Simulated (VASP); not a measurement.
# Al3Ni3O in VASP: a series of runs

The runs below take Al3Ni3O through single point, with PBEsol.

All numbers are computed with VASP 6.6.1; they aren't measurements. Logs are shortened: lines on timing, memory, paths and dates and some standing lists are left out, and cuts for length are marked.

## 1. The cell of the first run

The cell holds a slab with vacuum, 7 atoms: a = 2.862 Å, b = 2.862 Å, c = 26.155 Å, α = 90.00°, β = 90.00°, γ = 90.00°.

## 2. Single point, PBEsol

Contents of INCAR:

```
PREC     = Accurate       # precision mode
ENCUT    = 520            # plane-wave cutoff, eV
EDIFF    = 1E-6           # SCF threshold, eV
ISMEAR   = 0              # smearing method
SIGMA    = 0.1            # smearing width, eV
LREAL    = False          # projectors in reciprocal space
LASPH    = True           # aspherical terms in the spheres
NELM     = 60             # most SCF steps
ALGO     = Normal         # electronic algorithm
ISIF     = 2              # what is computed and relaxed
LWAVE    = False          # write WAVECAR
LCHARG   = False          # write CHGCAR
LDIPOL   = True         
IDIPOL   = 3            
DIPOL    = 0.5 0.5 0.491
GGA      = PS             # functional
NBANDS   = 32             # bands
```

Contents of KPOINTS:

```
regular mesh
0
Gamma
  10 10 1
```

Contents of POSCAR:

```
Al3Ni3O
1.0
    2.8621655520      0.0000000000      0.0000000000
    0.0000000000      2.8621655520      0.0000000000
    0.0000000000      0.0000000000     26.1554138800
Ni Al O
3 3 1
Direct
    0.5000000000      0.5000000000      0.3249805198
    0.5000000000      0.5000000000      0.4344097021
    0.5000000000      0.5000000000      0.5423433576
    0.0000000000      0.0000000000      0.3796951110
    0.0000000000      0.0000000000      0.4884436526
    0.0000000000      0.0000000000      0.6005574804
    0.0000000000      0.0000000000      0.6652000560
```

Potentials or basis: VASP PAW PBE potentials, release 64 (Ni, Al, O).

Run with:

```console
$ cat potpaw_PBE.64/Ni/POTCAR potpaw_PBE.64/Al/POTCAR potpaw_PBE.64/O/POTCAR > POTCAR
$ mpirun -np 1 vasp_std > vasp.out
```

OUTCAR:

```text
PREC = Accurate
   ENCUT = 520
   EDIFF = 1E-6
   ISMEAR = 0
   LREAL = False
   LASPH = True
   NELM = 60
   ISIF = 2
   GGA = PS

 ion  position               nearest neighbor table
   1  0.500  0.500  0.325-   4 2.48   4 2.48   4 2.48   4 2.48   2 2.86
   2  0.500  0.500  0.434-   5 2.47   5 2.47   5 2.47   5 2.47   4 2.48   4 2.48   4 2.48   4 2.48
                             3 2.82   1 2.86
   3  0.500  0.500  0.542-   5 2.47   5 2.47   5 2.47   5 2.47   6 2.53   6 2.53   6 2.53   6 2.53
                             2 2.82
   4  0.000  0.000  0.380-   2 2.48   2 2.48   2 2.48   2 2.48   1 2.48   1 2.48   1 2.48   1 2.48
                             5 2.84
   5  0.000  0.000  0.488-   3 2.47   3 2.47   3 2.47   3 2.47   2 2.47   2 2.47   2 2.47   2 2.47
                             4 2.84   6 2.93
   6  0.000  0.000  0.601-   7 1.69   3 2.53   3 2.53   3 2.53   3 2.53   5 2.93
   7  0.000  0.000  0.665-   6 1.69

  LATTYP: Found a simple tetragonal cell.
 ALAT       =     2.8621655520
 C/A-ratio  =     9.1383301926

  Lattice vectors:

 A1 = (   2.8621655520,   0.0000000000,   0.0000000000)
 A2 = (   0.0000000000,   2.8621655520,   0.0000000000)
 A3 = (   0.0000000000,   0.0000000000,  26.1554138800)

Analysis of symmetry for initial positions (statically):
=====================================================================
 Subroutine PRICEL returns:
 Original cell was already a primitive cell.

 Routine SETGRP: Setting up the symmetry group for a
 simple tetragonal supercell.

 Subroutine GETGRP returns: Found  8 space group operations
 (whereof  8 operations were pure point group operations)
 out of a pool of 16 trial point group operations.

The static configuration has the point symmetry C_4v.

Analysis of symmetry for dynamics (positions and initial velocities):
=====================================================================
 Subroutine PRICEL returns:
 Original cell was already a primitive cell.

 Routine SETGRP: Setting up the symmetry group for a
 simple tetragonal supercell.

 Subroutine GETGRP returns: Found  8 space group operations
 (whereof  8 operations were pure point group operations)
 out of a pool of 16 trial point group operations.

The dynamic configuration has the point symmetry C_4v.

 Subroutine INISYM returns: Found  8 space group operations
 (whereof  8 operations are pure point group operations),
 and found     1 'primitive' translations

----------------------------------------------------------------------------------------

                                     Primitive cell

  volume of cell :     214.2649

  direct lattice vectors                    reciprocal lattice vectors
     2.862165552  0.000000000  0.000000000     0.349385800  0.000000000  0.000000000
     0.000000000  2.862165552  0.000000000     0.000000000  0.349385800  0.000000000
     0.000000000  0.000000000 26.155413880     0.000000000  0.000000000  0.038233002

  length of vectors
     2.862165552  2.862165552 26.155413880     0.349385800  0.349385800  0.038233002

  position of ions in fractional coordinates (direct lattice)
     0.500000000  0.500000000  0.324980520
     0.500000000  0.500000000  0.434409702
     0.500000000  0.500000000  0.542343358
     0.000000000  0.000000000  0.379695111
     0.000000000  0.000000000  0.488443653
     0.000000000  0.000000000  0.600557480
     0.000000000  0.000000000  0.665200056

  ion indices of the primitive-cell ions
   primitive index   ion index
                 1           1
                 2           2
                 3           3
                 4           4
                 5           5
                 6           6
                 7           7

----------------------------------------------------------------------------------------

 KPOINTS: regular mesh

Automatic generation of k-mesh.
 Grid dimensions read from file:
 generate k-points for:   10   10    1

 Generating k-lattice:

  Cartesian coordinates                     Fractional coordinates (reciprocal lattice)
     0.034938580  0.000000000  0.000000000     0.100000000  0.000000000  0.000000000
     0.000000000  0.034938580  0.000000000     0.000000000  0.100000000  0.000000000
     0.000000000  0.000000000  0.038233002     0.000000000  0.000000000  1.000000000

  Length of vectors
     0.034938580  0.034938580  0.038233002

  Shift w.r.t. Gamma in fractional coordinates (k-lattice)
     0.000000000  0.000000000  0.000000000

 Subroutine IBZKPT returns following result:
 ===========================================

 Found     21 irreducible k-points:

 Following reciprocal coordinates:
            Coordinates               Weight
  0.000000  0.000000  0.000000      1.000000
  0.100000  0.000000  0.000000      4.000000
  0.200000  0.000000  0.000000      4.000000
  0.300000  0.000000  0.000000      4.000000
  0.400000  0.000000  0.000000      4.000000
  0.500000  0.000000  0.000000      2.000000
[... 13 lines left out ...]
  0.500000  0.400000  0.000000      4.000000
  0.500000  0.500000  0.000000      1.000000
   k-points           NKPTS =     21   k-points in BZ     NKDIM =     21   number of bands    NBANDS=     32
   number of dos      NEDOS =    301   number of ions     NIONS =      7
   total plane-waves  NPLWV = 112896
   dimension x,y,z NGX =    24 NGY =   24 NGZ =  196
   dimension x,y,z NGXF=    48 NGYF=   48 NGZF=  392
   ions per type =               3   3   1
   NGX,Y,Z   is equivalent  to a cutoff of  13.94, 13.94, 12.46 a.u.
   NGXF,Y,Z  is equivalent  to a cutoff of  27.88, 27.88, 24.92 a.u.
 SYSTEM =  unknown system
   PREC   = accura    normal or accurate (medium, high low for compatibility)
   ISTART =      0    job   : 0-new  1-cont  2-samecut
   ICHARG =      2    charge: 1-file 2-atom 10-const
   ISPIN  =      1    spin polarized calculation?
   LNONCOLLINEAR =      F non collinear calculations
   LSORBIT =      F    spin-orbit coupling
   LASPH  =      T    aspherical Exc in radial PAW
   ENCUT  =  520.0 eV  38.22 Ry    6.18 a.u.   5.32  5.32 48.63*2*pi/ulx,y,z
   NELM   =     60;   NELMIN=  2; NELMDL= -5     # of ELM steps
   EDIFF  = 0.1E-05   stopping-criterion for ELM
   LREAL  =      F    real-space projection
   EDIFFG = 0.1E-04   stopping-criterion for IOM
   NSW    =      0    number of steps for IOM
   IBRION =     -1    ionic relax: 0-MD 1-quasi-New 2-CG
   NFREE  =      0    steps in history (QN), initial steepest desc. (CG)
   ISIF   =      2    stress and relaxation
   ISYM   =      2    0-nonsym 1-usesym 2-fastsym
   POTIM  = 0.5000    time-step for ionic-motion
   TEBEG  =    0.0;   TEEND  =   0.0 temperature during run
   PSTRESS=    0.0 pullay stress
   NELECT =      45.0000    total number of electrons
   NUPDOWN=      -1.0000    fix difference up-down
   EMIN   =  10.00;   EMAX   =-10.00  energy-range for DOS
   EFERMI =   0.00;   METHOD = LEGACY
   ISMEAR =     0;   SIGMA  =   0.10  broadening in eV -4-tet -1-fermi 0-gaus
   EFERMI_NEDOS =   21; number of points for ismear=-14 and -15
   IALGO  =     38    algorithm
   IMIX   =      4    mixing-type and parameters
     AMIX     =   0.40;   BMIX     =  1.00
     AMIX_MAG =   1.60;   BMIX_MAG =  1.00
  volume/ion in A,a.u.               =      30.61       206.56
  Fermi-wavevector in a.u.,A,eV,Ry     =   0.973110  1.838911 12.883945  0.946943
  Thomas-Fermi vector in A             =   2.103463
   LORBIT       =      0    0 simple, 1 ext, 2 COOP (PROOUT), +10 PAW based schemes
   GGA     = PS    functional components
   LHFCALC =     F    Hartree Fock is set to
   AEXX    =    0.0000 exact exchange contribution
   IVDW    =     0    specifies the selected vdW correction
   LEPSILON=     F    determine dielectric tensor
   LRPA    =     F    only Hartree local field effects (RPA)
 non-spin polarized calculation
 Gauss-broadening in eV      SIGMA  =   0.10
  energy-cutoff  :      520.00
  volume of cell :      214.26
 maximum number of plane-waves:      5817
 NGX is ok and might be reduce to    24
   NGX = 11   NGY = 11   NGZ = 97

 number of electron      45.0000029 magnetization

 dipolmoment           0.000000      0.000000      0.230030 electrons x Angstroem

 Free energy of the ion-electron system (eV)
  ---------------------------------------------------
  ext. energy  EPLUGINS =         0.00000000
  ---------------------------------------------------
  free energy    TOTEN  =       -37.87484220 eV

  energy without entropy =      -37.84397598  energy(sigma->0) =      -37.85940909

 E-fermi :  -1.3079     XC(G=0):  -5.2451

 val. band max:       -1.3191636544   @ k =   0.4000   0.3000   0.0000
 cond. band min:      -1.2947372110   @ k =   0.3000   0.1000   0.0000
 fundamental gap:      0.0244264435
 Fermi energy:        -1.3079311490

 k-point     1 :       0.0000    0.0000    0.0000
  band No.  band energies     occupation
      1     -17.8306      2.00000
      2     -12.0343      2.00000
      3     -10.5046      2.00000
      4      -8.4665      2.00000
      5      -6.2390      2.00000
      6      -4.7338      2.00000
[... 24 lines left out ...]
     31       6.5943      0.00000
     32       6.5943      0.00000

 k-point     2 :       0.1000    0.0000    0.0000
  band No.  band energies     occupation
      1     -17.7917      2.00000
      2     -11.8503      2.00000
      3     -10.3290      2.00000
      4      -8.3136      2.00000
      5      -6.1118      2.00000
      6      -4.6678      2.00000
[... 24 lines left out ...]
     31       5.5126      0.00000
     32       6.1979      0.00000
[... 628 lines left out ...]
     31       3.3230      0.00000
     32       4.0101      0.00000

 k-point    21 :       0.5000    0.5000    0.0000
  band No.  band energies     occupation
      1     -17.0349      2.00000
      2      -6.4100      2.00000
      3      -5.7654      2.00000
      4      -5.2896      2.00000
      5      -5.2896      2.00000
      6      -4.6328      2.00000
[... 24 lines left out ...]
     31       3.1510      0.00000
     32       3.9424      0.00000

------------------------ aborting loop because EDIFF is reached ----------------------------------------

 vacuum level on the upper side and lower side of the slab       (xc-potential included)         2.262        -2.681

  FORCE on cell =-STRESS in cart. coord.  units (eV):
  Direction    XX          YY          ZZ          XY          YZ          ZX
  --------------------------------------------------------------------------------------
  -------------------------------------------------------------------------------------
  Total       -3.3144735     -3.3144735     -0.4179548      0.0000000      0.0000000     -0.0000000
  in kB      -24.7841507    -24.7841507     -3.1252792      0.0000000      0.0000000     -0.0000000
  external PRESSURE =     -17.5645268 kB  Pullay stress =       0.0000000 kB

 VOLUME and BASIS-vectors are now :
 -----------------------------------------------------------------------------
  energy-cutoff  :      520.00
  volume of cell :      214.26
      direct lattice vectors                 reciprocal lattice vectors
     2.862165552  0.000000000  0.000000000     0.349385800  0.000000000  0.000000000
     0.000000000  2.862165552  0.000000000     0.000000000  0.349385800  0.000000000
     0.000000000  0.000000000 26.155413880     0.000000000  0.000000000  0.038233002

 POSITION                                       TOTAL-FORCE (eV/Angst)
 -----------------------------------------------------------------------------------
      1.43108      1.43108      8.50000         0.000000     -0.000000      0.733383
      1.43108      1.43108     11.36217         0.000000     -0.000000      0.345999
      1.43108      1.43108     14.18521         0.000000      0.000000      0.032702
      0.00000      0.00000      9.93108        -0.000000      0.000000     -1.085150
      0.00000      0.00000     12.77545         0.000000      0.000000      0.012212
      0.00000      0.00000     15.70783        -0.000000      0.000000     -0.150099
      0.00000      0.00000     17.39858         0.000000      0.000000      0.110952
 -----------------------------------------------------------------------------------
    total drift:                                0.000000     -0.000000      0.000456

  FREE ENERGIE OF THE ION-ELECTRON SYSTEM (eV)
  ---------------------------------------------------
  free  energy   TOTEN  =       -37.8748421973 eV

  energy  without entropy=      -37.8439759800  energy(sigma->0) =      -37.85940909

 vacuum level on the upper side and lower side of the slab         8.387         3.345
```

Wall time 4.9 min (1 thread of Intel Xeon Platinum 8124M at 3.00GHz (Skylake/Cascade Lake), shared host); peak memory 0.4 GiB.

Results:

```yaml
Free_energy: -37.8748 eV
Largest_force: 1.085 eV/Å
Band_gap_on_the_k_mesh: zero (an odd number of electrons rules out a gap without spin polarisation)
```

Forces in eV/Å, atoms in the order of the input:
```
Ni   0.000  0.000  0.733
Ni   0.000  0.000  0.346
Ni   0.000  0.000  0.033
Al   0.000  0.000 -1.085
Al   0.000  0.000  0.012
Al   0.000  0.000 -0.150
O    0.000  0.000  0.111
```

Caveat: the PAW data sets were made with another functional, which shifts forces and pressure a little; an odd number of electrons without spin polarisation forces a metal; a magnetic or distorted state may lie lower; the run has no spin polarisation, though such a crystal can be magnetic.

## 3. Single point, PBEsol

Contents of INCAR:

```
ALGO = Normal ; DIPOL = 0.5 0.5 0.486
EDIFF = 1E-6 ; ENCUT = 520
GGA = PS ; IDIPOL = 3
ISIF = 2 ; ISMEAR = 0
LASPH = T ; LCHARG = F
LDIPOL = T ; LREAL = F
LWAVE = F ; NBANDS = 32
NELM = 80 ; PREC = Accurate
SIGMA = 0.1
```

Contents of KPOINTS:

```
k-points
0
Gamma
  10 10 1
```

Contents of POSCAR:

```
Al3Ni3O
1.0
    2.8621655520      0.0000000000      0.0000000000
    0.0000000000      2.8621655520      0.0000000000
    0.0000000000      0.0000000000     26.1554138800
Ni Al O
3 3 1
Direct
    0.5000000000      0.5000000000      0.3249805198
    0.5000000000      0.5000000000      0.4344097021
    0.5000000000      0.5000000000      0.5403438305
    0.0000000000      0.0000000000      0.3796951110
    0.0000000000      0.0000000000      0.4890567739
    0.0000000000      0.0000000000      0.6057701308
    0.5000000000      0.5000000000      0.6288946090
```

Potentials or basis: VASP PAW PBE potentials, release 64 (Ni, Al, O).

Run with:

```console
$ cat potpaw_PBE.64/Ni/POTCAR potpaw_PBE.64/Al/POTCAR potpaw_PBE.64/O/POTCAR > POTCAR
$ mpirun -np 1 vasp_std > vasp.out
```

Wall time 4.5 min (1 thread of Intel Xeon Platinum 8124M at 3.00GHz (Skylake/Cascade Lake), shared host); peak memory 0.4 GiB.

It converged, with:

* Free energy: -40.7705 eV
* Largest force: 0.978 eV/Å
* Band gap on the k mesh: zero (an odd number of electrons rules out a gap without spin polarisation)

Forces in eV/Å, atoms in the order of the input:
```
Ni   0.000  0.000  0.714
Ni   0.000  0.000  0.260
Ni   0.000  0.000 -0.002
Al   0.000  0.000 -0.978
Al   0.000  0.000 -0.008
Al   0.000  0.000  0.012
O    0.000  0.000  0.002
```

Levels at points of the mesh, in eV from the Fermi level:
```
           k point  band 20  band 21  band 22  band 23  band 24  band 25  band 26  band 27
(0.00, 0.00, 0.00)    -0.89    -0.89    -0.67    -0.57     0.43     2.08     3.64     4.14
(0.50, 0.00, 0.00)    -0.84    -0.79    -0.76    -0.62    -0.21     1.21     2.41     3.41
(0.50, 0.50, 0.00)    -0.70    -0.19     0.63     0.63     0.71     1.68     2.12     2.66
```

Caveat: the PAW data sets were made with another functional, which shifts forces and pressure a little; an odd number of electrons without spin polarisation forces a metal; a magnetic or distorted state may lie lower; the run has no spin polarisation, though such a crystal can be magnetic. Spin polarisation is off, so any magnetic state and its effect on volume and gap are missing.

The gap in the log of VASP goes by the Fermi energy; the results here count the filled bands.